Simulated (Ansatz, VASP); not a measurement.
One calculation of Cu, two programs

The input POSCAR:

```
Cu
1.0
   -1.4331098516      1.4331098516      1.3668457258
    1.4331098516     -1.4331098516      1.3668457258
    1.4331098516      1.4331098516     -1.3668457258
Cu
1
Direct
    0.0000000000      0.0000000000      0.0000000000
```

File INCAR.step1:

```
SYSTEM = Cu
PREC = Accurate
ENCUT = 520
ISMEAR = -1
SIGMA = 0.05
LREAL = .False.
LASPH = .True.
NELM = 80
NBANDS = 12
GGA = PE
ALGO = Normal
EDIFF = 1E-4
LWAVE = .True.
LCHARG = .False.
```

INCAR.step2

```
SYSTEM = Cu
PREC = Accurate
ENCUT = 520
EDIFF = 1E-8
ISMEAR = -1
SIGMA = 0.05
LREAL = .False.
LASPH = .True.
NELM = 80
ALGO = Normal
ISIF = 2
LWAVE = .False.
LCHARG = .False.
METAGGA = R2SCAN
LMIXTAU = .True.
LEFG = .True.
NBANDS = 12
ISTART = 1
```

Contents of KPOINTS:

```
Automatic mesh
0
Gamma
  18 18 18
  0 0 0
```

Input for Ansatz:

```yaml
crystal:
  lattice:
    - [-1.4331098516, 1.4331098516, 1.3668457258]
    - [1.4331098516, -1.4331098516, 1.3668457258]
    - [1.4331098516, 1.4331098516, -1.3668457258]
  atoms:
    - { symbol: Cu, position: [0.0, 0.0, 0.0] }
kpoints:
  mp_grid: { grid: [18, 18, 18] }
scf:
  occupations: { method: fermi_dirac, width: 0.05 }
hamiltonian:
  xc: r2scan
  pseudopotentials: { kind: paw }
output:
  forces: true
  stress: true
  eigenvalues: true
  efg: { contact_densities: true }
  write_density: true
  write_potential: true
  elf: true
  volumetric_format: npy
```

Change from the starting cell: volume scaled by 0.98, PAW files.

Alike in both runs: task electric field gradients; functional r2SCAN; k mesh 18 × 18 × 18; occupations fermi-dirac, width 0.05 eV; no spin polarisation.

|  | VASP | Ansatz |
| --- | --- | --- |
| version | VASP 6.6.1 | Ansatz 0.2.0 |
| potentials or method | VASP PAW PBE potentials, release 64 (Cu) | PAW with Ansatz's default frozen-core files, scalar-relativistic |
| plane-wave cutoff (eV) | 520 | 500 |
| valence electrons in the cell | 11 | 19 |

```csv
,VASP,Ansatz,Ansatz less VASP
pressure (GPa),4.4,3.7,-0.69
"traceless stress, the component that is largest in VASP (GPa)",-0.14,-0.08,+0.054
size of Vzz on the site where it differs most (V/Å²),0.1,0.3,+0.16
```

VASP's potentials were made for PBE, not for r2SCAN. With one functional, cell and mesh, what is left measures potentials, basis and numerics. VASP's potentials hold 11 valence electrons a cell and Ansatz's 19, so a difference there can come from the potentials and not from the codes.
